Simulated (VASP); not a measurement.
Write the native input for VASP 6.6.1 that does the following.

```
Task                   : single point
Functional             : PBE
Dispersion             : D3(BJ)
Potentials or basis    : VASP PAW PBE potentials, release 64 (Pb_d)
Cutoff                 : 520 eV
k mesh                 : 7 × 7 × 7
Occupations            : fermi-dirac, width 0.1 eV
Spin                   : non-collinear spin, zero start, spin-orbit coupling
Starting moments       : [[0.0, 0.0, 0.0]] μB
Dipole correction      : no
Further INCAR settings : ALGO = Normal; EDIFF = 1e-06; NBANDS = 25
```

The structure of Pb lies in POSCAR:

```
Pb
1.0
    0.0087130000      2.4756550000      2.4219030000
    2.5504680000     -0.0330030000      2.4636180000
    2.4892910000      2.4561940000      0.0281740000
Pb
1
Direct
    0.0008560000      0.0047160000      0.0024180000
```

This cell differs from its parent crystal: the cell strained at random.

One way to write it, as run:

INCAR

```
PREC = Accurate
ENCUT = 520
EDIFF = 1E-6
ISMEAR = -1
SIGMA = 0.1
LREAL = False
LASPH = True
NELM = 150
ALGO = Normal
ISIF = 2
LWAVE = False
LCHARG = True
MAGMOM = 0 0 0
LORBIT = 11
LSORBIT = True
GGA_COMPAT = False
LORBMOM = True
GGA = PE
IVDW = 12
LVHAR = True
NBANDS = 25
```

KPOINTS

```
regular mesh
0
Gamma
  7 7 7
```

Potentials or basis: VASP PAW PBE potentials, release 64 (Pb_d).

Launch:

```bash
$ cat potpaw_PBE.64/Pb_d/POTCAR > POTCAR
$ mpirun -np 1 vasp_ncl > vasp.out
```

Results of the run:

```json
{"Pressure": "0.6 GPa", "Net moment": "0.00 μB per cell", "Valence electrons inside the program's atomic spheres": "Pb 11.97", "Dispersion energy per atom": "-0.410 eV"}
```

Caveat: the cell differs from its parent crystal (the cell strained at random); three body term missing.

Wall time 2.4 min on 1 thread of Intel(R) Xeon(R) Platinum 8559C (Emerald Rapids), on a shared host, peak memory 0.37 GiB.
